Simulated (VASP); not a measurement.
# TaN (P6_3/mmc) in VASP: further runs, part 2 of 2

VASP 6.6.1. Earlier steps stand in the parts before.

## Step 5: Single point, PBE

INCAR reads:

```
  PREC = Accurate
  ENCUT = 520
  EDIFF = 1E-6
  ISMEAR = 0
  SIGMA = 0.014
  LREAL = F
  LASPH = T
  NELM = 60
  ALGO = Normal
  ISIF = 2
  LWAVE = F
  LCHARG = F
  GGA = PE
  NBANDS = 24
```

KPOINTS reads:

```
Automatic mesh
0
Gamma
  10 10 5
```

POSCAR reads:

```
TaN
1.0
    2.9217699809      0.0000000000      0.0000000000
   -1.4608849905      2.5303270275      0.0000000000
    0.0000000000      0.0000000000      5.9165150000
Ta N
2 2
Direct
    0.0000000000      0.0000000000      0.5000000000
    0.0000000000      0.0000000000      0.0000000000
    0.3333333333      0.6666666667      0.2500000000
    0.6666666667      0.3333333333      0.7500000000
```

Potentials or basis: VASP PAW PBE potentials, release 64 (Ta_pv, N).

On the command line:

```bash
cat potpaw_PBE.64/Ta_pv/POTCAR potpaw_PBE.64/N/POTCAR > POTCAR
mpirun -np 1 vasp_std > vasp.out
```

OUTCAR:

```text
PREC = Accurate
   ENCUT = 520
   EDIFF = 1E-6
   ISMEAR = 0
   LREAL = F
   LASPH = T
   NELM = 60
   ISIF = 2
   GGA = PE

 ion  position               nearest neighbor table
   1  0.000  0.000  0.500-   3 2.24   4 2.24   4 2.24   3 2.24   4 2.24   3 2.24   2 2.96   2 2.96

   2  0.000  0.000  0.000-   3 2.24   4 2.24   4 2.24   3 2.24   4 2.24   3 2.24   1 2.96   1 2.96

   3  0.333  0.667  0.250-   1 2.24   2 2.24   1 2.24   2 2.24   1 2.24   2 2.24
   4  0.667  0.333  0.750-   1 2.24   2 2.24   1 2.24   2 2.24   1 2.24   2 2.24

  LATTYP: Found a hexagonal cell.
 ALAT       =     2.9217699809
 C/A-ratio  =     2.0249763119

  Lattice vectors:

 A1 = (   2.9217699809,   0.0000000000,   0.0000000000)
 A2 = (  -1.4608849905,   2.5303270275,   0.0000000000)
 A3 = (   0.0000000000,   0.0000000000,   5.9165150000)

Analysis of symmetry for initial positions (statically):
=====================================================================
 Subroutine PRICEL returns:
 Original cell was already a primitive cell.

 Routine SETGRP: Setting up the symmetry group for a
[... 173 lines left out ...]
  energy without entropy =      -44.02332781  energy(sigma->0) =      -44.02340494

 E-fermi :   8.0889     XC(G=0): -13.2679

 val. band max:        8.0821348562   @ k =   0.1000   0.1000   0.4000
 cond. band min:       8.1257398144   @ k =   0.1000   0.0000   0.2000
 fundamental gap:      0.0436049582
 Fermi energy:         8.0889008031

 k-point     1 :       0.0000    0.0000    0.0000
  band No.  band energies     occupation
      1     -27.4991      2.00000
      2     -26.7564      2.00000
      3     -26.5057      2.00000
      4     -26.5057      2.00000
      5     -26.4452      2.00000
      6     -26.4452      2.00000
[... 637 lines left out ...]
     23      14.3264      0.00000
     24      15.7111      0.00000

 [... further k-points ...]

------------------------ aborting loop because EDIFF is reached ----------------------------------------

  FORCE on cell =-STRESS in cart. coord.  units (eV):
  Direction    XX          YY          ZZ          XY          YZ          ZX
  --------------------------------------------------------------------------------------
  -------------------------------------------------------------------------------------
  Total       -0.1269372     -0.1269372     -0.0615998      0.0000000      0.0000000      0.0000000
  in kB       -4.6495476     -4.6495476     -2.2563220      0.0000000      0.0000000      0.0000000
  external PRESSURE =      -3.8518057 kB  Pullay stress =       0.0000000 kB

 VOLUME and BASIS-vectors are now :
 -----------------------------------------------------------------------------
  energy-cutoff  :      520.00
  volume of cell :       43.74
      direct lattice vectors                 reciprocal lattice vectors
     2.921769981  0.000000000  0.000000000     0.342258291  0.197602916  0.000000000
    -1.460884991  2.530327027  0.000000000     0.000000000  0.395205833  0.000000000
     0.000000000  0.000000000  5.916515000     0.000000000  0.000000000  0.169018417

 POSITION                                       TOTAL-FORCE (eV/Angst)
 -----------------------------------------------------------------------------------
      0.00000      0.00000      2.95826        -0.000000      0.000000      0.000000
      0.00000      0.00000      0.00000        -0.000000      0.000000      0.000000
     -0.00000      1.68688      1.47913        -0.000000      0.000000     -0.000000
      1.46088      0.84344      4.43739         0.000000      0.000000      0.000000
 -----------------------------------------------------------------------------------
    total drift:                               -0.000000      0.000000      0.000000

  FREE ENERGIE OF THE ION-ELECTRON SYSTEM (eV)
  ---------------------------------------------------
  free  energy   TOTEN  =       -44.0234820715 eV

  energy  without entropy=      -44.0233278071  energy(sigma->0) =      -44.02340494
```

OSZICAR:

```text
N       E                     dE             d eps       ncg     rms          rms(c)
DAV:   1     0.265889911973E+03    0.26589E+03   -0.17222E+04  2016   0.140E+03
DAV:   2    -0.362312977489E+02   -0.30212E+03   -0.28805E+03  2488   0.407E+02
DAV:   3    -0.491871091834E+02   -0.12956E+02   -0.12768E+02  2576   0.814E+01
DAV:   4    -0.493429001460E+02   -0.15579E+00   -0.15549E+00  2288   0.930E+00
DAV:   5    -0.493449678632E+02   -0.20677E-02   -0.20672E-02  2648   0.879E-01    0.317E+01
DAV:   6    -0.442912983736E+02    0.50537E+01   -0.19733E+01  2488   0.306E+01    0.136E+01
DAV:   7    -0.440807423676E+02    0.21056E+00   -0.13996E+00  2400   0.808E+00    0.873E+00
DAV:   8    -0.440313474738E+02    0.49395E-01   -0.25132E-01  2480   0.382E+00    0.140E+00
DAV:   9    -0.440236557577E+02    0.76917E-02   -0.22632E-02  2512   0.932E-01    0.212E-01
DAV:  10    -0.440235469265E+02    0.10883E-03   -0.14803E-03  2536   0.355E-01    0.112E-01
DAV:  11    -0.440234809312E+02    0.65995E-04   -0.21112E-04  2440   0.101E-01    0.954E-03
DAV:  12    -0.440234823017E+02   -0.13705E-05   -0.10723E-05  2352   0.244E-02    0.360E-03
DAV:  13    -0.440234820715E+02    0.23025E-06   -0.34717E-07  1336   0.447E-03
   1 F= -.44023482E+02 E0= -.44023405E+02  d E =-.154264E-03
```

Run time: 39 s. Hardware: 1 thread of Intel Xeon Platinum 8259CL at 2.50GHz (Skylake/Cascade Lake), shared host; peak memory 0.19 GiB.

Results:

```
Free energy            : -44.0235 eV
Pressure               : -0.4 GPa
Band gap on the k mesh : zero (band 16 reaches 8.71 eV, above the bottom of band 17 at 7.89 eV)
```

Levels at points of the mesh, in eV from the Fermi level:
```
           k point  band 12  band 13  band 14  band 15  band 16  band 17  band 18  band 19  band 20  band 21
(0.00, 0.00, 0.00)    -4.25    -3.47    -1.96    -1.96    -0.20    -0.20     0.58     0.58     2.36     3.11
(0.50, 0.00, 0.00)    -5.35    -4.12    -3.66    -2.78    -2.09     2.86     3.95     4.82     5.15     5.42
```

Caveat: spin-orbit coupling is left out, which moves the levels of the heavy elements.

## Step 6: The runs side by side

| smearing | gap on the mesh (eV) | pressure (GPa) |
| --- | --- | --- |
| gaussian 0.027 eV | none | -0.4 |
| gaussian 0.028 eV | none | -0.4 |
| gaussian 0.013 eV | none | -0.4 |
| gaussian 0.014 eV | none | -0.4 |

Alike in all rows: task single point; level PBE; potentials or basis VASP PAW PBE potentials, release 64 (Ta_pv, N); no spin polarisation; cell as given; k mesh 10 × 10 × 5; cutoff (eV) 520.

Every run on the cell as given and a fine mesh finds a metal.

Caveats: spin-orbit coupling is left out, which moves the levels of the heavy elements.

Total energies depend on the potentials used, so only differences within one code and one set of settings carry meaning.
